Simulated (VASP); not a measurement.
**Lu2SiF3: single point with PBE**

Lu2SiF3:

```
CELL_PARAMETERS angstrom
-2.34717 2.34717 5.02078
2.34717 -2.34717 5.02078
2.34717 2.34717 -5.02078
ATOMIC_POSITIONS crystal
Lu 0.79305 0.79305 0.00000
Lu 0.20695 0.20695 0.00000
Si 0.50000 0.50000 0.00000
F 0.75000 0.25000 0.50000
F 0.25000 0.75000 0.50000
F 0.00000 0.00000 0.00000
```

The cell was generated, and may not be a known phase.

```
Program             : VASP 6.6.1
Task                : single point
Functional          : PBE
Potentials or basis : VASP PAW PBE potentials, release 64 (Lu, Si, F)
Cutoff              : 520 eV
k mesh              : 12 × 12 × 12
Occupations         : gaussian, width 0.1 eV
Spin                : no spin polarisation
```

```json
{
 "Pressure": "0.4 GPa",
 "Largest force": "0.106 eV/Å",
 "Band gap on the k mesh": "zero (an odd number of electrons rules out a gap without spin polarisation)"
}
```

Forces on the atoms (eV/Å):
```
Lu   0.000  0.000 -0.106
Lu   0.000  0.000  0.106
Si   0.000  0.000  0.000
F    0.000  0.000  0.000
F    0.000  0.000  0.000
F    0.000  0.000  0.000
```

Stress tensor (GPa, compression positive):
```
0.14 0.00 0.00
0.00 0.14 0.00
0.00 0.00 0.79
```

Levels at points of the mesh, in eV from the Fermi level:
```
           k point  band 35  band 36  band 37  band 38  band 39  band 40
(0.00, 0.00, 0.00)    -5.79    -0.70    -0.49     0.26     0.26     0.67
(0.50, 0.00, 0.00)    -5.31    -1.43    -0.78     0.05     1.31     1.60
(0.50, 0.50, 0.00)    -5.76    -0.94    -0.21    -0.10     1.59     2.08
(0.50, 0.50, 0.50)    -5.64    -2.01    -0.40     1.06     1.06     1.37
```

Wall time 32 min on 1 thread of Intel Xeon 8259CL, on a shared host, peak memory 0.86 GiB.

Caveat: spin-orbit coupling is left out, which moves the levels of the heavy elements; an odd number of electrons without spin polarisation forces a metal; a magnetic or distorted state may lie lower.
